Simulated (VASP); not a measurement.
# Mo (Im-3m) in VASP: notebook

Runs on Mo. Level: PBEsol. Tasks: single point, relaxation of cell and atoms.

All numbers are computed with VASP 6.6.1; they aren't measurements. Logs are shortened: lines on timing, memory, paths and dates and some standing lists are left out, and cuts for length are marked.

### 1 The cell of the first run

The structure is cubic, space group Im-3m (No. 229). Conventional cell: a = 3.128 Å, b = 3.128 Å, c = 3.128 Å, α = 90.00°, β = 90.00°, γ = 90.00°. Mo (site symmetry m-3m) has 14 Mo at 2.71 to 3.13 Å within 3.6 Å.

### 2 Single point, PBEsol

INCAR reads:

```
PREC = Accurate
ENCUT = 520
EDIFF = 1E-7
ISMEAR = -1
SIGMA = 0.05
LREAL = F
LASPH = T
NELM = 100
ALGO = Normal
ISIF = 2
LWAVE = F
LCHARG = T
GGA = PS
LELF = T
LVHAR = T
NBANDS = 13
```

KPOINTS reads:

```
regular mesh
0
Gamma
  10 10 10
```

POSCAR reads:

```
Mo
1.0
   -1.5637638583      1.5637638583      1.5637638583
    1.5637638583     -1.5637638583      1.5637638583
    1.5637638583      1.5637638583     -1.5637638583
Mo
1
Direct
    0.0000000000      0.0000000000      0.0000000000
```

Potentials or basis: VASP PAW PBE potentials, release 64 (Mo_sv).

The run is started by

```bash
cat potpaw_PBE.64/Mo_sv/POTCAR > POTCAR
mpirun -np 1 vasp_std > vasp.out
```

OUTCAR:

```text
PREC = Accurate
   ENCUT = 520
   EDIFF = 1E-7
   ISMEAR = -1
   LREAL = F
   LASPH = T
   NELM = 100
   ISIF = 2
   GGA = PS

 ion  position               nearest neighbor table
   1  0.000  0.000  0.000-

  LATTYP: Found a body centered cubic cell.
 ALAT       =     3.1275277166

  Lattice vectors:

 A1 = (  -1.5637638583,   1.5637638583,   1.5637638583)
 A2 = (   1.5637638583,  -1.5637638583,   1.5637638583)
 A3 = (   1.5637638583,   1.5637638583,  -1.5637638583)

Analysis of symmetry for initial positions (statically):
=====================================================================
 Subroutine PRICEL returns:
 Original cell was already a primitive cell.

 Routine SETGRP: Setting up the symmetry group for a
 body centered cubic supercell.

 Subroutine GETGRP returns: Found 48 space group operations
 (whereof 48 operations were pure point group operations)
 out of a pool of 48 trial point group operations.

The static configuration has the point symmetry O_h .

Analysis of symmetry for dynamics (positions and initial velocities):
=====================================================================
 Subroutine PRICEL returns:
 Original cell was already a primitive cell.

 Routine SETGRP: Setting up the symmetry group for a
 body centered cubic supercell.

 Subroutine GETGRP returns: Found 48 space group operations
 (whereof 48 operations were pure point group operations)
 out of a pool of 48 trial point group operations.

The dynamic configuration has the point symmetry O_h .

 Subroutine INISYM returns: Found 48 space group operations
 (whereof 48 operations are pure point group operations),
 and found     1 'primitive' translations

----------------------------------------------------------------------------------------

                                     Primitive cell

  volume of cell :      15.2958

  direct lattice vectors                    reciprocal lattice vectors
    -1.563763858  1.563763858  1.563763858     0.000000000  0.319741371  0.319741371
     1.563763858 -1.563763858  1.563763858     0.319741371  0.000000000  0.319741371
     1.563763858  1.563763858 -1.563763858     0.319741371  0.319741371  0.000000000

  length of vectors
     2.708518454  2.708518454  2.708518454     0.452182583  0.452182583  0.452182583

  position of ions in fractional coordinates (direct lattice)
     0.000000000  0.000000000  0.000000000

  ion indices of the primitive-cell ions
   primitive index   ion index
                 1           1

----------------------------------------------------------------------------------------

 KPOINTS: regular mesh

Automatic generation of k-mesh.
 Grid dimensions read from file:
 generate k-points for:   10   10   10

 Generating k-lattice:

  Cartesian coordinates                     Fractional coordinates (reciprocal lattice)
     0.000000000  0.031974137  0.031974137     0.100000000  0.000000000  0.000000000
     0.031974137  0.000000000  0.031974137     0.000000000  0.100000000  0.000000000
     0.031974137  0.031974137  0.000000000     0.000000000  0.000000000  0.100000000

  Length of vectors
     0.045218258  0.045218258  0.045218258

  Shift w.r.t. Gamma in fractional coordinates (k-lattice)
     0.000000000  0.000000000  0.000000000

 Subroutine IBZKPT returns following result:
 ===========================================

 Found     47 irreducible k-points:

 Following reciprocal coordinates:
            Coordinates               Weight
  0.000000  0.000000  0.000000      1.000000
  0.100000  0.000000  0.000000     12.000000
  0.200000  0.000000  0.000000     12.000000
  0.300000  0.000000  0.000000     12.000000
  0.400000  0.000000  0.000000     12.000000
  0.500000  0.000000  0.000000      6.000000
[... 16 lines left out ...]
  0.300000  0.300000  0.100000      8.000000
 -0.300000  0.300000  0.100000     24.000000
 [... further k-points ...]
   k-points           NKPTS =     47   k-points in BZ     NKDIM =     47   number of bands    NBANDS=     13
   number of dos      NEDOS =    301   number of ions     NIONS =      1
   total plane-waves  NPLWV =   8000
   dimension x,y,z NGX =    20 NGY =   20 NGZ =   20
   dimension x,y,z NGXF=    40 NGYF=   40 NGZF=   40
   ions per type =               1
   NGX,Y,Z   is equivalent  to a cutoff of  12.28, 12.28, 12.28 a.u.
   NGXF,Y,Z  is equivalent  to a cutoff of  24.55, 24.55, 24.55 a.u.
 SYSTEM =  unknown system
   PREC   = accura    normal or accurate (medium, high low for compatibility)
   ISTART =      0    job   : 0-new  1-cont  2-samecut
   ICHARG =      2    charge: 1-file 2-atom 10-const
   ISPIN  =      1    spin polarized calculation?
   LNONCOLLINEAR =      F non collinear calculations
   LSORBIT =      F    spin-orbit coupling
   LASPH  =      T    aspherical Exc in radial PAW
   ENCUT  =  520.0 eV  38.22 Ry    6.18 a.u.   5.04  5.04  5.04*2*pi/ulx,y,z
   NELM   =    100;   NELMIN=  2; NELMDL= -5     # of ELM steps
   EDIFF  = 0.1E-06   stopping-criterion for ELM
   LREAL  =      F    real-space projection
   EDIFFG = 0.1E-05   stopping-criterion for IOM
   NSW    =      0    number of steps for IOM
   IBRION =     -1    ionic relax: 0-MD 1-quasi-New 2-CG
   NFREE  =      0    steps in history (QN), initial steepest desc. (CG)
   ISIF   =      2    stress and relaxation
   ISYM   =      2    0-nonsym 1-usesym 2-fastsym
   POTIM  = 0.5000    time-step for ionic-motion
   TEBEG  =    0.0;   TEEND  =   0.0 temperature during run
   PSTRESS=    0.0 pullay stress
   NELECT =      14.0000    total number of electrons
   NUPDOWN=      -1.0000    fix difference up-down
   EMIN   =  10.00;   EMAX   =-10.00  energy-range for DOS
   EFERMI =   0.00;   METHOD = LEGACY
   ISMEAR =    -1;   SIGMA  =   0.05  broadening in eV -4-tet -1-fermi 0-gaus
   EFERMI_NEDOS =   21; number of points for ismear=-14 and -15
   IALGO  =     38    algorithm
   IMIX   =      4    mixing-type and parameters
     AMIX     =   0.40;   BMIX     =  1.00
     AMIX_MAG =   1.60;   BMIX_MAG =  1.00
  volume/ion in A,a.u.               =      15.30       103.22
  Fermi-wavevector in a.u.,A,eV,Ry     =   1.589497  3.003714 34.375123  2.526500
  Thomas-Fermi vector in A             =   2.688337
   LORBIT       =      0    0 simple, 1 ext, 2 COOP (PROOUT), +10 PAW based schemes
   GGA     = PS    functional components
   LHFCALC =     F    Hartree Fock is set to
   AEXX    =    0.0000 exact exchange contribution
   IVDW    =     0    specifies the selected vdW correction
   LEPSILON=     F    determine dielectric tensor
   LRPA    =     F    only Hartree local field effects (RPA)
 non-spin polarized calculation
  energy-cutoff  :      520.00
  volume of cell :       15.30
 maximum number of plane-waves:       420
   NGX =  9   NGY =  9   NGZ =  9

 number of electron      13.9999997 magnetization

 Free energy of the ion-electron system (eV)
  ---------------------------------------------------
  ext. energy  EPLUGINS =         0.00000000
  ---------------------------------------------------
  free energy    TOTEN  =       -11.76674510 eV

  energy without entropy =      -11.75887438  energy(sigma->0) =      -11.76280974

 E-fermi :  12.9330     XC(G=0): -13.6484

 val. band max:       12.9218828390   @ k =  -0.2000   0.2000   0.1000
 cond. band min:      12.9464118196   @ k =  -0.2000   0.2000   0.2000
 fundamental gap:      0.0245289806
 Fermi energy:        12.9329836981

 k-point     1 :       0.0000    0.0000    0.0000
  band No.  band energies     occupation
      1     -48.3545      2.00000
      2     -21.5911      2.00000
      3     -21.5911      2.00000
      4     -21.5911      2.00000
      5       5.4608      2.00000
      6      11.4206      2.00000
      7      11.4206      2.00000
      8      11.4206      2.00000
      9      14.5184      0.00000
     10      14.5184      0.00000
     11      27.6551      0.00000
     12      27.6551      0.00000
     13      27.6551      0.00000

 k-point     2 :       0.1000    0.0000    0.0000
  band No.  band energies     occupation
      1     -48.3273      2.00000
      2     -21.7457      2.00000
      3     -21.6386      2.00000
      4     -21.5924      2.00000
      5       5.9052      2.00000
      6      11.1697      2.00000
      7      11.3664      2.00000
      8      11.8473      2.00000
      9      14.1844      0.00000
     10      14.5273      0.00000
     11      27.9710      0.00000
     12      28.4141      0.00000
     13      28.5121      0.00000

 k-point     3 :       0.2000    0.0000    0.0000
  band No.  band energies     occupation
      1     -48.2554      2.00000
      2     -22.1392      2.00000
      3     -21.7612      2.00000
      4     -21.5957      2.00000
      5       6.9773      2.00000
      6      10.5753      2.00000
      7      11.1620      2.00000
      8      13.0691      0.12323
      9      13.8937      0.00000
     10      14.6011      0.00000
     11      28.1671      0.00000
     12      29.6091      0.00000
     13      30.5063      0.00000

 k-point     4 :       0.3000    0.0000    0.0000
  band No.  band energies     occupation
      1     -48.1652      2.00000
      2     -22.6054      2.00000
      3     -21.9093      2.00000
      4     -21.6000      2.00000
      5       7.6733      2.00000
      6       9.9356      2.00000
      7      11.6370      2.00000
      8      14.1738      0.00000
      9      14.8024      0.00000
     10      14.8860      0.00000
     11      26.9352      0.00000
     12      28.3035      0.00000
     13      33.5274      0.00000

 k-point     5 :       0.4000    0.0000    0.0000
  band No.  band energies     occupation
      1     -48.0912      2.00000
      2     -22.9684      2.00000
      3     -22.0266      2.00000
      4     -21.6037      2.00000
      5       7.5003      2.00000
      6       9.4749      2.00000
      7      13.2893      0.00160
      8      14.6033      0.00000
      9      15.0761      0.00000
     10      16.8169      0.00000
     11      25.4129      0.00000
     12      25.9663      0.00000
     13      31.8950      0.00000

 k-point     6 :       0.5000    0.0000    0.0000
  band No.  band energies     occupation
      1     -48.0627      2.00000
      2     -23.1040      2.00000
      3     -22.0708      2.00000
      4     -21.6051      2.00000
      5       7.3374      2.00000
      6       9.3098      2.00000
      7      14.5072      0.00000
      8      14.5665      0.00000
      9      15.2152      0.00000
     10      17.7711      0.00000
     11      24.7900      0.00000
     12      24.8024      0.00000
     13      30.3840      0.00000

 k-point     7 :       0.1000    0.1000    0.0000
  band No.  band energies     occupation
      1     -48.2777      2.00000
      2     -22.0157      2.00000
      3     -21.6929      2.00000
      4     -21.6295      2.00000
      5       6.6932      2.00000
      6      10.8756      2.00000
      7      10.9976      2.00000
      8      12.7731      1.92145
      9      13.7681      0.00000
     10      14.6821      0.00000
     11      28.5653      0.00000
     12      29.2917      0.00000
     13      29.6452      0.00000
[... 193 lines left out ...]
 k-point    20 :       0.2000    0.2000    0.1000
  band No.  band energies     occupation
      1     -48.0848      2.00000
      2     -22.8020      2.00000
      3     -22.0640      2.00000
      4     -21.8380      2.00000
      5       9.0767      2.00000
      6       9.7102      2.00000
      7      10.5053      2.00000
      8      14.6911      0.00000
      9      15.1419      0.00000
     10      19.1917      0.00000
     11      25.9369      0.00000
     12      27.0174      0.00000
     13      28.0147      0.00000

 k-point    21 :       0.3000    0.2000    0.1000
  band No.  band energies     occupation
      1     -48.0499      2.00000
      2     -22.8000      2.00000
      3     -22.2782      2.00000
      4     -21.8763      2.00000
      5       8.9268      2.00000
      6       9.6561      2.00000
      7      11.4299      2.00000
      8      14.9380      0.00000
      9      15.2953      0.00000
     10      21.2583      0.00000
     11      23.6648      0.00000
     12      25.7170      0.00000
     13      27.5880      0.00000

 k-point    22 :      -0.2000    0.2000    0.1000
  band No.  band energies     occupation
      1     -48.2309      2.00000
      2     -22.1415      2.00000
      3     -21.8117      2.00000
      4     -21.7136      2.00000
      5       7.3690      2.00000
      6      10.9617      2.00000
      7      11.2108      2.00000
      8      12.8075      1.84952
      9      12.9219      1.11055
     10      15.2545      0.00000
     11      29.0160      0.00000
     12      29.7891      0.00000
     13      31.0409      0.00000

 k-point    23 :       0.3000    0.3000    0.1000
  band No.  band energies     occupation
      1     -48.0390      2.00000
      2     -22.5612      2.00000
      3     -22.5612      2.00000
      4     -21.9227      2.00000
      5       9.0296      2.00000
      6      10.5788      2.00000
      7      10.5788      2.00000
      8      15.1922      0.00000
      9      15.1922      0.00000
     10      22.8524      0.00000
     11      23.6323      0.00000
     12      23.6323      0.00000
     13      27.8272      0.00000

 k-point    24 :      -0.3000    0.3000    0.1000
  band No.  band energies     occupation
      1     -48.1432      2.00000
      2     -22.5838      2.00000
      3     -21.9624      2.00000
      4     -21.7122      2.00000
      5       8.0683      2.00000
      6      10.3633      2.00000
      7      11.1026      2.00000
      8      13.3675      0.00034
      9      14.7488      0.00000
     10      15.5754      0.00000
     11      27.1961      0.00000
     12      28.9302      0.00000
     13      33.0470      0.00000

 [... further k-points ...]
[... 5 lines left out ...]
  --------------------------------------------------------------------------------------
  -------------------------------------------------------------------------------------
  Total        0.0537410      0.0537410      0.0537410      0.0000000     -0.0000000      0.0000000
  in kB        5.6291502      5.6291502      5.6291502      0.0000000     -0.0000000      0.0000000
  external PRESSURE =       5.6291502 kB  Pullay stress =       0.0000000 kB

 VOLUME and BASIS-vectors are now :
 -----------------------------------------------------------------------------
  energy-cutoff  :      520.00
  volume of cell :       15.30
      direct lattice vectors                 reciprocal lattice vectors
    -1.563763858  1.563763858  1.563763858     0.000000000  0.319741371  0.319741371
     1.563763858 -1.563763858  1.563763858     0.319741371  0.000000000  0.319741371
     1.563763858  1.563763858 -1.563763858     0.319741371  0.319741371  0.000000000

 POSITION                                       TOTAL-FORCE (eV/Angst)
 -----------------------------------------------------------------------------------
      0.00000      0.00000      0.00000         0.000000     -0.000000      0.000000
 -----------------------------------------------------------------------------------
    total drift:                                0.000000     -0.000000      0.000000

  FREE ENERGIE OF THE ION-ELECTRON SYSTEM (eV)
  ---------------------------------------------------
  free  energy   TOTEN  =       -11.7667451037 eV

  energy  without entropy=      -11.7588743788  energy(sigma->0) =      -11.76280974
```

Run time: 4.9 s. Hardware: 1 thread of Intel Xeon 6975P-C, shared host; peak memory 0.13 GiB.

Results:

```yaml
Free_energy: -11.7667 eV
Pressure: 0.6 GPa
Band_gap_on_the_k_mesh: zero (band 7 reaches 16.97 eV, above the bottom of band 8 at 11.42 eV)
```

Levels at points of the mesh, in eV from the Fermi level:
```
           k point  band 4  band 5  band 6  band 7  band 8  band 9  band 10  band 11
(0.00, 0.00, 0.00)  -34.52   -7.47   -1.51   -1.51   -1.51    1.59     1.59    14.72
(0.50, 0.00, 0.00)  -34.54   -5.60   -3.62    1.57    1.63    2.28     4.84    11.86
(0.50, 0.50, 0.50)  -35.56   -5.75   -5.75    4.04    4.04    4.04     9.08     9.08
```

Caveat: the PAW data sets were made with another functional, which shifts forces and pressure a little.

(Part 1 of 2 ends here.)
